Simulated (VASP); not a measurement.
Input of a VASP 6.6.1 run:

POSCAR

```
Ru
1.0
    2.7059477279      0.0000000000      0.0000000000
   -1.3529738639      2.3434194737      0.0000000000
    0.0000000000      0.0000000000      4.2579056513
Ru
2
Direct
    0.3333333333      0.6666666667      0.2500000000
    0.6666666667      0.3333333333      0.7500000000
```

Contents of INCAR.step1:

```
SYSTEM = Ru
ALGO = Normal
EDIFF = 1E-4
ENCUT = 520
GGA = PE
ISMEAR = 1
LASPH = .TRUE.
LCHARG = .FALSE.
LREAL = .FALSE.
LWAVE = .TRUE.
NBANDS = 21
NELM = 60
PREC = Accurate
SIGMA = 0.01
```

INCAR.step2

```
SYSTEM = Ru
ALGO = Normal
EDIFF = 1E-6
ENCUT = 520
ISIF = 2
ISMEAR = 1
ISTART = 1
LASPH = .TRUE.
LCHARG = .FALSE.
LMIXTAU = .TRUE.
LREAL = .FALSE.
LWAVE = .FALSE.
METAGGA = R2SCAN
NBANDS = 21
NELM = 60
PREC = Accurate
SIGMA = 0.01
```

File KPOINTS:

```
k-points
0
G
  13 13 8
  0 0 0
```

Potentials or basis: VASP PAW PBE potentials, release 64 (Ru_pv).

The run is started by

```console
$ cat potpaw_PBE.64/Ru_pv/POTCAR > POTCAR
$ cp INCAR.step1 INCAR
$ mpirun -np 1 vasp_std > vasp.out
$ cp INCAR.step2 INCAR
$ mpirun -np 1 vasp_std > vasp.out
```

Problem. What does it give for the band gap on the k mesh?

Solution. Zero (band 14 reaches 14.42 eV, above the bottom of band 15 at 11.17 eV).

Problem. What does it give for the pressure?

Solution. 1.3 GPa.

Stress tensor (GPa, compression positive):
```
1.41 0.00 0.00
0.00 1.41 0.00
0.00 0.00 1.13
```

Caveat: the PAW data sets were made with another functional, which shifts forces and pressure a little.
